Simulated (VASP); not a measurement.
# Ti8HO16 (a cell with a defect) in VASP: further runs

Ti8HO16 (a cell with a defect) is run at these levels: LDA; tasks: single point.

All numbers are computed with VASP 6.6.1; they aren't measurements. Logs are shortened: lines on timing, memory, paths and dates and some standing lists are left out, and cuts for length are marked.

## Step 1: The cell of the first run

The cell holds a defect, 25 atoms: a = 6.432 Å, b = 6.432 Å, c = 7.398 Å, α = 115.77°, β = 115.77°, γ = 90.00°.

## Step 2: Single point, LDA (with an interstitial atom, then relaxed in part)

File INCAR:

```
PREC = Accurate
ENCUT = 520
EDIFF = 1E-7
ISMEAR = 0
SIGMA = 0.02
LREAL = Auto
LASPH = True
NELM = 80
ALGO = Normal
ISIF = 2
LWAVE = False
LCHARG = False
GGA = CA
NBANDS = 114
NELECT = 192.0
```

File KPOINTS:

```
regular mesh
0
Gamma
  3 3 3
```

File POSCAR:

```
Ti8HO16
1.0
   -4.5481520261      4.5481520261      0.0000000000
    4.5481520261      4.5481520261      0.0000000000
    0.0000000000     -4.5481520261     -5.8342651417
Ti O H
8 16 1
Direct
    0.2385812632      0.7523705727      0.5082049719
    1.0204731760      0.5208508864      1.0200475476
    0.7556333560      0.2557848688      0.4899079728
    0.4855635136     -0.0008315256      1.0017437192
    0.6266992745      0.6349072656      0.2547457357
    0.3993093332      0.3813333340      0.7549701186
    0.1272110964      0.1351206012      0.2551963349
    0.8524364157      0.8560828298      0.7549877454
    0.1244730022      0.8260492582      0.2588317879
    0.8686033199      0.5655308793      0.7549634514
    0.6206496824      0.3222115609      0.2511129651
    0.3544666688      0.0763580978      0.7549935146
    0.7057566101      0.4917562233      0.0047848468
    0.4559924618      0.2419320492      0.5051882247
    0.1954479862     -0.0110255318      0.0039606477
    0.9464354846      0.7399839415      0.5059861157
    0.5538451728      0.7604288474      0.5033450542
    0.3098971073      0.5107461459      1.0034330897
    0.0614627993      0.2622736713      0.5064960203
    0.8055186399      0.0120499020      1.0066458246
    0.1373128412      0.4325099423      0.2553955405
    0.9205967256      0.1694037962      0.7550012248
    0.6369095765      0.9321073354      0.2545569537
    0.3896853631      0.6824959521      0.7549745216
    0.0753484933      0.1476140656      0.7550760376
```

Potentials or basis: VASP PAW LDA potentials, release 64 (Ti_sv, O, H).

Launch:

```console
> cat potpaw_LDA.64/Ti_sv/POTCAR potpaw_LDA.64/O/POTCAR potpaw_LDA.64/H/POTCAR > POTCAR
> mpirun -np 1 vasp_std > vasp.out
```

OUTCAR:

```text
PREC = Accurate
   ENCUT = 520
   EDIFF = 1E-7
   ISMEAR = 0
   LREAL = Auto
   LASPH = True
   NELM = 80
   ISIF = 2
   GGA = CA
   NELECT = 192.0

 ion  position               nearest neighbor table
   1  0.239  0.752  0.508-  16 1.87  24 1.91  12 1.93   9 1.94  21 1.94  17 2.04   2 2.85   4 2.88

   2  0.020  0.521  0.020-   9 1.84  21 1.91  18 1.92  10 1.93  13 1.98  22 2.10   1 2.85
   3  0.756  0.256  0.490-  11 1.84  23 1.91  19 1.92  10 1.93  14 1.98  22 2.10   4 2.85
   4  0.486  0.999  0.002-  15 1.87  24 1.91  12 1.93  11 1.94  23 1.94  20 2.04   3 2.85   1 2.88

   5  0.627  0.635  0.255-  23 1.91  18 1.91  17 1.93  16 1.93  13 1.97  11 2.00   6 2.92
   6  0.399  0.381  0.755-  14 1.87  13 1.87  24 1.94  12 1.98  19 2.00  18 2.00   7 2.92   5 2.92

   7  0.127  0.135  0.255-  21 1.91  19 1.91  20 1.93  15 1.93  14 1.96   9 2.00   6 2.92
   8  0.852  0.856  0.755-  20 1.85  17 1.85  10 1.87  15 2.02  16 2.02  22 2.06
   9  0.124  0.826  0.259-   2 1.84   1 1.94   7 2.00
  10  0.869  0.566  0.755-   8 1.87   3 1.93   2 1.93
  11  0.621  0.322  0.251-   3 1.84   4 1.94   5 2.00
  12  0.354  0.076  0.755-   4 1.93   1 1.93   6 1.98
  13  0.706  0.492  0.005-   6 1.87   5 1.97   2 1.98
  14  0.456  0.242  0.505-   6 1.87   7 1.96   3 1.98
  15  0.195  0.989  0.004-   4 1.87   7 1.93   8 2.02
  16  0.946  0.740  0.506-   1 1.87   5 1.93   8 2.02
  17  0.554  0.760  0.503-   8 1.85   5 1.93   1 2.04
  18  0.310  0.511  0.003-   5 1.91   2 1.92   6 2.00
  19  0.061  0.262  0.506-   7 1.91   3 1.92   6 2.00
  20  0.806  0.012  0.007-   8 1.85   7 1.93   4 2.04
  21  0.137  0.433  0.255-   2 1.91   7 1.91   1 1.94
  22  0.921  0.169  0.755-  25 1.00   8 2.06   2 2.10   3 2.10
  23  0.637  0.932  0.255-   3 1.91   5 1.91   4 1.94
  24  0.390  0.682  0.755-   4 1.91   1 1.91   6 1.94
  25  0.075  0.148  0.755-  22 1.00

  LATTYP: Found a body centered tetragonal cell.
 ALAT       =     6.4320582790
 C/A-ratio  =     1.8141207335

  Lattice vectors:

 A1 = (  -4.5481520261,   0.0000000000,   5.8342651417)
 A2 = (   4.5481520261,   0.0000000000,   5.8342651417)
 A3 = (   0.0000000000,   4.5481520261,  -5.8342651417)

Analysis of symmetry for initial positions (statically):
=====================================================================
 Subroutine PRICEL returns:
 Original cell was already a primitive cell.

 Routine SETGRP: Setting up the symmetry group for a
 body centered tetragonal supercell.

 Subroutine GETGRP returns: Found  1 space group operations
 (whereof  1 operations were pure point group operations)
 out of a pool of 16 trial point group operations.

The static configuration has the point symmetry C_1 .

Analysis of symmetry for dynamics (positions and initial velocities):
=====================================================================
 Subroutine PRICEL returns:
 Original cell was already a primitive cell.

 Routine SETGRP: Setting up the symmetry group for a
 body centered tetragonal supercell.

 Subroutine GETGRP returns: Found  1 space group operations
 (whereof  1 operations were pure point group operations)
 out of a pool of 16 trial point group operations.

The dynamic configuration has the point symmetry C_1 .

 Subroutine INISYM returns: Found  1 space group operations
 (whereof  1 operations are pure point group operations),
 and found     1 'primitive' translations

----------------------------------------------------------------------------------------

                                     Primitive cell

  volume of cell :     241.3716

  direct lattice vectors                    reciprocal lattice vectors
    -4.548152026  4.548152026  0.000000000    -0.109934760  0.109934760 -0.085700596
     4.548152026  4.548152026  0.000000000     0.109934760  0.109934760 -0.085700596
     0.000000000 -4.548152026 -5.834265142     0.000000000  0.000000000 -0.171401192

  length of vectors
     6.432058279  6.432058279  7.397589918     0.177527167  0.177527167  0.171401192

  position of ions in fractional coordinates (direct lattice)
     0.238581263  0.752370573  0.508204972
     0.020473176  0.520850886  0.020047548
     0.755633356  0.255784869  0.489907973
     0.485563514  0.999168474  0.001743719
     0.626699274  0.634907266  0.254745736
     0.399309333  0.381333334  0.754970119
[... 17 lines left out ...]
     0.389685363  0.682495952  0.754974522
     0.075348493  0.147614066  0.755076038

  ion indices of the primitive-cell ions
   primitive index   ion index
                 1           1
                 2           2
                 3           3
                 4           4
                 5           5
                 6           6
[... 17 lines left out ...]
                24          24
                25          25

----------------------------------------------------------------------------------------

 KPOINTS: regular mesh

Automatic generation of k-mesh.
 Grid dimensions read from file:
 generate k-points for:    3    3    3

 Generating k-lattice:

  Cartesian coordinates                     Fractional coordinates (reciprocal lattice)
    -0.036644920  0.036644920 -0.028566865     0.333333333  0.000000000 -0.000000000
     0.036644920  0.036644920 -0.028566865     0.000000000  0.333333333 -0.000000000
     0.000000000  0.000000000 -0.057133731     0.000000000  0.000000000  0.333333333

  Length of vectors
     0.059175722  0.059175722  0.057133731

  Shift w.r.t. Gamma in fractional coordinates (k-lattice)
     0.000000000  0.000000000  0.000000000

 Subroutine IBZKPT returns following result:
 ===========================================

 Found     14 irreducible k-points:

 Following reciprocal coordinates:
            Coordinates               Weight
  0.000000  0.000000  0.000000      1.000000
  0.333333  0.000000 -0.000000      2.000000
  0.000000 -0.333333  0.333333      2.000000
 -0.333333  0.000000  0.333333      2.000000
  0.000000  0.333333 -0.000000      2.000000
  0.333333  0.333333 -0.000000      2.000000
  0.333333 -0.333333  0.333333      2.000000
 -0.333333 -0.333333 -0.333333      2.000000
 -0.333333  0.333333  0.333333      2.000000
 -0.333333  0.333333  0.000000      2.000000
  0.333333  0.333333 -0.333333      2.000000
  0.000000  0.000000  0.333333      2.000000
  0.333333  0.000000  0.333333      2.000000
  0.000000 -0.333333 -0.333333      2.000000
   k-points           NKPTS =     14   k-points in BZ     NKDIM =     14   number of bands    NBANDS=    114
   number of dos      NEDOS =    301   number of ions     NIONS =     25
   total plane-waves  NPLWV = 129024
   dimension x,y,z NGX =    48 NGY =   48 NGZ =   56
   dimension x,y,z NGXF=    96 NGYF=   96 NGZF=  112
   ions per type =               8  16   1
   NGX,Y,Z   is equivalent  to a cutoff of  12.41, 12.41, 12.58 a.u.
   NGXF,Y,Z  is equivalent  to a cutoff of  24.81, 24.81, 25.17 a.u.
 SYSTEM =  unknown system
   PREC   = accura    normal or accurate (medium, high low for compatibility)
   ISTART =      0    job   : 0-new  1-cont  2-samecut
   ICHARG =      2    charge: 1-file 2-atom 10-const
   ISPIN  =      1    spin polarized calculation?
   LNONCOLLINEAR =      F non collinear calculations
   LSORBIT =      F    spin-orbit coupling
   LASPH  =      T    aspherical Exc in radial PAW
   ENCUT  =  520.0 eV  38.22 Ry    6.18 a.u.  11.96 11.96 13.75*2*pi/ulx,y,z
   NELM   =     80;   NELMIN=  2; NELMDL= -5     # of ELM steps
   EDIFF  = 0.1E-06   stopping-criterion for ELM
   LREAL  =      T    real-space projection
   EDIFFG = 0.1E-05   stopping-criterion for IOM
   NSW    =      0    number of steps for IOM
   IBRION =     -1    ionic relax: 0-MD 1-quasi-New 2-CG
   NFREE  =      0    steps in history (QN), initial steepest desc. (CG)
   ISIF   =      2    stress and relaxation
   ISYM   =      2    0-nonsym 1-usesym 2-fastsym
   POTIM  = 0.5000    time-step for ionic-motion
   TEBEG  =    0.0;   TEEND  =   0.0 temperature during run
   PSTRESS=    0.0 pullay stress
   NELECT =     192.0000    total number of electrons
   NUPDOWN=      -1.0000    fix difference up-down
   EMIN   =  10.00;   EMAX   =-10.00  energy-range for DOS
   EFERMI =   0.00;   METHOD = LEGACY
   ISMEAR =     0;   SIGMA  =   0.02  broadening in eV -4-tet -1-fermi 0-gaus
   EFERMI_NEDOS =   21; number of points for ismear=-14 and -15
   IALGO  =     38    algorithm
   IMIX   =      4    mixing-type and parameters
     AMIX     =   0.40;   BMIX     =  1.00
     AMIX_MAG =   1.60;   BMIX_MAG =  1.00
  volume/ion in A,a.u.               =       9.65        65.15
  Fermi-wavevector in a.u.,A,eV,Ry     =   1.516864  2.866457 31.305309  2.300875
  Thomas-Fermi vector in A             =   2.626196
   LORBIT       =      0    0 simple, 1 ext, 2 COOP (PROOUT), +10 PAW based schemes
   GGA     = CA    functional components
   LHFCALC =     F    Hartree Fock is set to
   AEXX    =    0.0000 exact exchange contribution
   IVDW    =     0    specifies the selected vdW correction
   LEPSILON=     F    determine dielectric tensor
   LRPA    =     F    only Hartree local field effects (RPA)
 non-spin polarized calculation
 Gauss-broadening in eV      SIGMA  =   0.02
  energy-cutoff  :      520.00
  volume of cell :      241.37
 maximum number of plane-waves:      6515
   NGX = 23   NGY = 23   NGZ = 27

 number of electron     192.0000000 magnetization

 Free energy of the ion-electron system (eV)
  ---------------------------------------------------
  ext. energy  EPLUGINS =         0.00000000
  ---------------------------------------------------
  free energy    TOTEN  =      -245.50681831 eV

  energy without entropy =     -245.50681831  energy(sigma->0) =     -245.50681831

 E-fermi :   5.0903     XC(G=0): -12.1760

 val. band max:        4.8158743423   @ k =   0.0000   0.0000   0.0000
 cond. band min:       6.8791489869   @ k =   0.0000   0.0000   0.0000
 fundamental gap:      2.0632746445
 Fermi energy:         5.0902604042

 k-point     1 :       0.0000    0.0000    0.0000
  band No.  band energies     occupation
      1     -51.0668      2.00000
      2     -51.0501      2.00000
      3     -51.0474      2.00000
      4     -51.0422      2.00000
      5     -51.0164      2.00000
      6     -50.9894      2.00000
[... 100 lines left out ...]
    107       7.9505      0.00000
    108       8.0138      0.00000

 k-point     2 :       0.3333    0.0000   -0.0000
  band No.  band energies     occupation
      1     -51.0619      2.00000
      2     -51.0527      2.00000
      3     -51.0486      2.00000
      4     -51.0450      2.00000
      5     -51.0140      2.00000
      6     -50.9902      2.00000
[... 1324 lines left out ...]
 k-point    14 :       0.0000   -0.3333   -0.3333
  band No.  band energies     occupation
      1     -51.0595      2.00000
      2     -51.0542      2.00000
      3     -51.0535      2.00000
      4     -51.0392      2.00000
      5     -51.0171      2.00000
      6     -50.9892      2.00000
[... 100 lines left out ...]
    107       8.0103      0.00000
    108       8.0800      0.00000
 [bands above 108 left out]

------------------------ aborting loop because EDIFF is reached ----------------------------------------

  FORCE on cell =-STRESS in cart. coord.  units (eV):
  Direction    XX          YY          ZZ          XY          YZ          ZX
  --------------------------------------------------------------------------------------
  -------------------------------------------------------------------------------------
  Total       -9.9745420     -4.8812330     -3.4437300      3.0023494      0.0031111     -0.0080538
  in kB      -66.2090634    -32.4006723    -22.8588074     19.9290091      0.0206510     -0.0534595
  external PRESSURE =     -40.4895144 kB  Pullay stress =       0.0000000 kB

 VOLUME and BASIS-vectors are now :
 -----------------------------------------------------------------------------
  energy-cutoff  :      520.00
  volume of cell :      241.37
      direct lattice vectors                 reciprocal lattice vectors
    -4.548152026  4.548152026  0.000000000    -0.109934760  0.109934760 -0.085700596
     4.548152026  4.548152026  0.000000000     0.109934760  0.109934760 -0.085700596
     0.000000000 -4.548152026 -5.834265142     0.000000000  0.000000000 -0.171401192

 POSITION                                       TOTAL-FORCE (eV/Angst)
 -----------------------------------------------------------------------------------
      2.33679      2.19561     -2.96500        -0.030405      0.053860      0.003324
      2.27579      2.37084     -0.11696        -0.020294     -0.062377      0.084438
     -2.27339      2.37191     -2.85825        -0.014550     -0.063051     -0.097740
      2.33595      6.74486     -0.01017        -0.033020      0.052448     -0.006800
      0.03733      4.57936     -1.48625        -0.031171     -0.016219     -0.000134
     -0.08176      0.11676     -4.40470         0.032527     -0.052655     -0.005132
[... 17 lines left out ...]
      1.33175      1.44270     -4.40472        -0.039328     -0.025157      0.002522
      0.32867     -2.42013     -4.40531        -0.132228      0.091001     -0.001083
 -----------------------------------------------------------------------------------
    total drift:                                0.003722     -0.028891      0.022729

  FREE ENERGIE OF THE ION-ELECTRON SYSTEM (eV)
  ---------------------------------------------------
  free  energy   TOTEN  =      -245.5068183130 eV

  energy  without entropy=     -245.5068183130  energy(sigma->0) =     -245.50681831
```

It took 15 min on 1 thread of Intel Xeon Platinum 8488C (Sapphire Rapids), shared host; peak memory 0.42 GiB.

Results:

* Free energy: -245.5068 eV
* Largest force: 0.161 eV/Å

Forces on the atoms (eV/Å):
```
Ti  -0.030  0.054  0.003
Ti  -0.020 -0.062  0.084
Ti  -0.015 -0.063 -0.098
Ti  -0.033  0.052 -0.007
Ti  -0.031 -0.016  0.000
Ti   0.033 -0.053 -0.005
Ti  -0.028 -0.014  0.004
Ti  -0.017  0.100  0.004
O    0.072  0.063 -0.052
O   -0.017 -0.020 -0.002
O    0.077  0.058  0.051
O    0.044  0.025 -0.002
O   -0.049  0.034 -0.036
O   -0.050  0.034  0.036
O    0.009 -0.013  0.019
O    0.013 -0.021 -0.016
O    0.075 -0.061  0.056
O    0.008 -0.005  0.026
O    0.006 -0.004 -0.026
O    0.074 -0.058 -0.047
O   -0.025 -0.012  0.000
O    0.101 -0.069 -0.001
O   -0.026 -0.014  0.005
O   -0.039 -0.025  0.003
H   -0.132  0.091 -0.001
```

Levels at points of the mesh, in eV from the Fermi level:
```csv
k point,band 94,band 95,band 96,band 97,band 98,band 99
"(0.00, 0.00, 0.00)",-0.83,-0.67,-0.27,1.79,2.06,2.35
```

Caveat: the cell carries a net charge on a neutralising background, which shifts energy and pressure; the cell differs from its parent crystal (with an interstitial atom, then relaxed in part); the cell is charged against a uniform background, so pressure and absolute levels hang on convention.

(Part 1 of 2 ends here.)
